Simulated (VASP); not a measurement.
**AgBr: relaxation of cell and atoms with PBE**

The system is AgBr.

```
Ag Br
1.0
     0.00000    2.92163    2.92163
     2.92163    0.00000    2.92163
     2.92163    2.92163    0.00000
Ag Br
1 1
Cartesian
  0.0000 0.0000 0.0000
  2.9216 2.9216 2.9216
```

| Item | Value |
| --- | --- |
| Program | VASP 6.6.1 |
| Task | relaxation of cell and atoms |
| Functional | PBE |
| Potentials or basis | VASP PAW PBE potentials, release 64 (Ag, Br) |
| Cutoff | 500 eV |
| k mesh | 9 × 9 × 9 |
| Occupations | fermi-dirac, width 0.02 eV |
| Spin | no spin polarisation |
| Dipole correction | no |
| Further INCAR settings | ALGO = Normal; EDIFF = 1e-07; IBRION = 2; EDIFFG = -0.005; NSW = 32; ISIF = 3 |

- Relaxed volume: 24.89 Å³/atom
- Relaxed cell: a = 4.129 Å, b = 4.129 Å, c = 4.129 Å, α = 60.00°, β = 60.00°, γ = 60.00°
- Space group after relaxing (to 0.05 Å): Fm-3m (No. 225)
- Energy gained by relaxing: 0.0 meV/atom
- Ionic steps: 2
- Pressure after relaxing: 0.0 GPa
- Band gap on the k mesh: 0.73 eV, indirect (least direct gap 2.44 eV)

Final structure:
```yaml
crystal:
  lattice:
    - [0.00000, 2.91972, 2.91972]
    - [2.91972, 0.00000, 2.91972]
    - [2.91972, 2.91972, 0.00000]
  atoms:
    - { symbol: Ag, position: [0.00000, 0.00000, 0.00000] }
    - { symbol: Br, position: [0.50000, 0.50000, 0.50000] }
```

Levels at points of the mesh, in eV from the valence-band top:
```
           k point  band 5  band 6  band 7  band 8  band 9  band 10  band 11  band 12  band 13
(0.00, 0.00, 0.00)   -2.55   -2.55   -1.71   -1.71   -1.71     0.73     9.97     9.97     9.97
```

It took 14 s on 1 thread of Intel(R) Xeon(R) 6975P-C (Granite Rapids), on a shared host, peak memory 0.18 GiB.

A k mesh can miss the band edges. A hybrid or GW would open this gap; PBE tends to underestimate it.
